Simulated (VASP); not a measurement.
# Au (I4/mmm) in VASP: single point with LDA

Aim: the single point of Au with LDA.

Everything below comes from runs of VASP 6.6.1. Logs are shortened: lines on timing, memory, paths and dates and some standing lists are left out, and cuts for length are marked.

### 1 The cell of the first run

Symmetry: I4/mmm, No. 139, tetragonal system. Conventional cell: a = 4.105 Å, b = 4.105 Å, c = 8.005 Å, α = 90.00°, β = 90.00°, γ = 90.00°. Within 3.8 Å of Au (site symmetry -4m2) lie 8 Au at 2.87 to 2.90 Å. Within 3.8 Å of Au (site symmetry 4/mmm) lie 8 Au at 2.87 Å.

### 2 Single point, LDA

The input, INCAR:

```
  PREC = Accurate
  ENCUT = 500
  EDIFF = 1E-6
  ISMEAR = -1
  SIGMA = 0.1
  LREAL = F
  LASPH = T
  NELM = 120
  ALGO = Normal
  ISIF = 2
  LWAVE = F
  LCHARG = F
  NBANDS = 24
  GGA_COMPAT = F
```

The input, KPOINTS:

```
regular mesh
0
Gamma
  8 8 8
```

The input, POSCAR:

```
Au
1.0
   -2.0525980000      2.0525980000      4.0026500000
    2.0525980000     -2.0525980000      4.0026500000
    2.0525980000      2.0525980000     -4.0026500000
Au
3
Direct
    0.7500000000      0.2500000000      0.5000000000
    0.2500000000      0.7500000000      0.5000000000
    0.5000000000      0.5000000000      0.0000000000
```

Potentials or basis: VASP PAW LDA potentials, release 64 (Au).

Run with:

```sh
$ cat potpaw_LDA.64/Au/POTCAR > POTCAR
$ mpirun -np 1 vasp_std > vasp.out
```

OUTCAR:

```text
PREC = Accurate
   ENCUT = 500
   EDIFF = 1E-6
   ISMEAR = -1
   LREAL = F
   LASPH = T
   NELM = 120
   ISIF = 2

 ion  position               nearest neighbor table
   1  0.750  0.250  0.500-   3 2.87   3 2.87   3 2.87   3 2.87   2 2.90   2 2.90   2 2.90   2 2.90

   2  0.250  0.750  0.500-   3 2.87   3 2.87   3 2.87   3 2.87   1 2.90   1 2.90   1 2.90   1 2.90

   3  0.500  0.500  0.000-   2 2.87   1 2.87   1 2.87   2 2.87   1 2.87   2 2.87   2 2.87   1 2.87

  LATTYP: Found a body centered tetragonal cell.
 ALAT       =     4.1051960000
 C/A-ratio  =     1.9500408750

  Lattice vectors:

 A1 = (  -2.0525980000,   2.0525980000,   4.0026500000)
 A2 = (   2.0525980000,  -2.0525980000,   4.0026500000)
 A3 = (   2.0525980000,   2.0525980000,  -4.0026500000)

Analysis of symmetry for initial positions (statically):
=====================================================================
 Subroutine PRICEL returns:
 Original cell was already a primitive cell.

 Routine SETGRP: Setting up the symmetry group for a
 body centered tetragonal supercell.

 Subroutine GETGRP returns: Found 16 space group operations
 (whereof 16 operations were pure point group operations)
 out of a pool of 16 trial point group operations.

The static configuration has the point symmetry D_4h.

Analysis of symmetry for dynamics (positions and initial velocities):
=====================================================================
 Subroutine PRICEL returns:
 Original cell was already a primitive cell.

 Routine SETGRP: Setting up the symmetry group for a
 body centered tetragonal supercell.

 Subroutine GETGRP returns: Found 16 space group operations
 (whereof 16 operations were pure point group operations)
 out of a pool of 16 trial point group operations.

The dynamic configuration has the point symmetry D_4h.

 Subroutine INISYM returns: Found 16 space group operations
 (whereof 16 operations are pure point group operations),
 and found     1 'primitive' translations

----------------------------------------------------------------------------------------

                                     Primitive cell

  volume of cell :      67.4552

  direct lattice vectors                    reciprocal lattice vectors
    -2.052598000  2.052598000  4.002650000     0.000000000  0.243593729  0.124917242
     2.052598000 -2.052598000  4.002650000     0.243593729  0.000000000  0.124917242
[... 83 lines left out ...]
   LSORBIT =      F    spin-orbit coupling
   LASPH  =      T    aspherical Exc in radial PAW
   ENCUT  =  500.0 eV  36.75 Ry    6.06 a.u.   9.01  9.01  9.01*2*pi/ulx,y,z
   NELM   =    120;   NELMIN=  2; NELMDL= -5     # of ELM steps
   EDIFF  = 0.1E-05   stopping-criterion for ELM
   LREAL  =      F    real-space projection
   EDIFFG = 0.1E-04   stopping-criterion for IOM
   NSW    =      0    number of steps for IOM
   IBRION =     -1    ionic relax: 0-MD 1-quasi-New 2-CG
   NFREE  =      0    steps in history (QN), initial steepest desc. (CG)
   ISIF   =      2    stress and relaxation
   ISYM   =      2    0-nonsym 1-usesym 2-fastsym
   POTIM  = 0.5000    time-step for ionic-motion
   TEBEG  =    0.0;   TEEND  =   0.0 temperature during run
   PSTRESS=    0.0 pullay stress
   NELECT =      33.0000    total number of electrons
   NUPDOWN=      -1.0000    fix difference up-down
   EMIN   =  10.00;   EMAX   =-10.00  energy-range for DOS
   EFERMI =   0.00;   METHOD = LEGACY
   ISMEAR =    -1;   SIGMA  =   0.10  broadening in eV -4-tet -1-fermi 0-gaus
   EFERMI_NEDOS =   21; number of points for ismear=-14 and -15
   IALGO  =     38    algorithm
   IMIX   =      4    mixing-type and parameters
     AMIX     =   0.40;   BMIX     =  1.00
     AMIX_MAG =   1.60;   BMIX_MAG =  1.00
  volume/ion in A,a.u.               =      22.49       151.74
  Fermi-wavevector in a.u.,A,eV,Ry     =   1.289954  2.437660 22.639853  1.663982
  Thomas-Fermi vector in A             =   2.421816
   LORBIT       =      0    0 simple, 1 ext, 2 COOP (PROOUT), +10 PAW based schemes
   GGA     = CA    functional components
   LHFCALC =     F    Hartree Fock is set to
   AEXX    =    0.0000 exact exchange contribution
   IVDW    =     0    specifies the selected vdW correction
   LEPSILON=     F    determine dielectric tensor
   LRPA    =     F    only Hartree local field effects (RPA)
 non-spin polarized calculation
  energy-cutoff  :      500.00
  volume of cell :       67.46
 maximum number of plane-waves:      1741
   NGX = 19   NGY = 19   NGZ = 19

 number of electron      32.9999994 magnetization

 Free energy of the ion-electron system (eV)
  ---------------------------------------------------
  ext. energy  EPLUGINS =         0.00000000
  ---------------------------------------------------
  free energy    TOTEN  =       -12.25219276 eV

  energy without entropy =      -12.22791721  energy(sigma->0) =      -12.24005499

 E-fermi :   5.1281     XC(G=0): -11.2154

 val. band max:        5.0193341668   @ k =   0.3750  -0.0000   0.0000
 cond. band min:       5.1615833924   @ k =  -0.3750   0.3750   0.3750
 fundamental gap:      0.1422492256
 Fermi energy:         5.1281113649

 k-point     1 :       0.0000    0.0000    0.0000
  band No.  band energies     occupation
      1      -2.4910      2.00000
      2      -0.0621      2.00000
      3       0.0769      2.00000
      4       0.2204      2.00000
      5       1.0693      2.00000
      6       1.0693      2.00000
[... 637 lines left out ...]
     23      15.6667      0.00000
     24      18.9180      0.00000

 [... further k-points ...]

------------------------ aborting loop because EDIFF is reached ----------------------------------------

  FORCE on cell =-STRESS in cart. coord.  units (eV):
  Direction    XX          YY          ZZ          XY          YZ          ZX
  --------------------------------------------------------------------------------------
  -------------------------------------------------------------------------------------
  Total       -5.9020207     -5.9020207     -5.3189167      0.0000000     -0.0000000      0.0000000
  in kB     -140.1831766   -140.1831766   -126.3334509      0.0000000     -0.0000000      0.0000000
  external PRESSURE =    -135.5666014 kB  Pullay stress =       0.0000000 kB

 VOLUME and BASIS-vectors are now :
 -----------------------------------------------------------------------------
  energy-cutoff  :      500.00
  volume of cell :       67.46
      direct lattice vectors                 reciprocal lattice vectors
    -2.052598000  2.052598000  4.002650000     0.000000000  0.243593729  0.124917242
     2.052598000 -2.052598000  4.002650000     0.243593729  0.000000000  0.124917242
     2.052598000  2.052598000 -4.002650000     0.243593729  0.243593729  0.000000000

 POSITION                                       TOTAL-FORCE (eV/Angst)
 -----------------------------------------------------------------------------------
     -0.00000      2.05260      2.00133         0.000000     -0.000000     -0.000000
      2.05260     -0.00000      2.00133        -0.000000      0.000000      0.000000
      0.00000      0.00000      4.00265         0.000000      0.000000      0.000000
 -----------------------------------------------------------------------------------
    total drift:                               -0.000000      0.000000     -0.000000

  FREE ENERGIE OF THE ION-ELECTRON SYSTEM (eV)
  ---------------------------------------------------
  free  energy   TOTEN  =       -12.2521927649 eV

  energy  without entropy=      -12.2279172102  energy(sigma->0) =      -12.24005499
```

OSZICAR:

```text
N       E                     dE             d eps       ncg     rms          rms(c)
DAV:   1     0.186943945505E+03    0.18694E+03   -0.15878E+04  2832   0.123E+03
DAV:   2    -0.962042888213E+01   -0.19656E+03   -0.18277E+03  3136   0.272E+02
DAV:   3    -0.131678273507E+02   -0.35474E+01   -0.35178E+01  3352   0.376E+01
DAV:   4    -0.131916305206E+02   -0.23803E-01   -0.23801E-01  3296   0.317E+00
DAV:   5    -0.131919715866E+02   -0.34107E-03   -0.34106E-03  3464   0.419E-01    0.109E+01
DAV:   6    -0.122913770972E+02    0.90059E+00   -0.22885E+00  3192   0.116E+01    0.747E+00
DAV:   7    -0.122607582618E+02    0.30619E-01   -0.57894E-02  3312   0.168E+00    0.416E+00
DAV:   8    -0.122522430022E+02    0.85153E-02   -0.29741E-03  3272   0.537E-01    0.207E-01
DAV:   9    -0.122521825853E+02    0.60417E-04   -0.22688E-04  3344   0.250E-01    0.475E-02
DAV:  10    -0.122521927021E+02   -0.10117E-04   -0.19536E-05  3312   0.315E-02    0.280E-02
DAV:  11    -0.122521927649E+02   -0.62797E-07   -0.31279E-06  3160   0.220E-02
   1 F= -.12252193E+02 E0= -.12240055E+02  d E =-.242756E-01
```

Wall time 36 s (1 thread of Intel Xeon Platinum 8559C (Emerald Rapids), shared host); peak memory 0.2 GiB.

Results:

| Quantity | Value |
| --- | --- |
| Free energy | -12.2522 eV |
| Pressure | -13.6 GPa |
| Band gap on the k mesh | zero (an odd number of electrons rules out a gap without spin polarisation) |

Caveat: the cell stands under tension; spin-orbit coupling is left out, which moves the levels of the heavy elements.
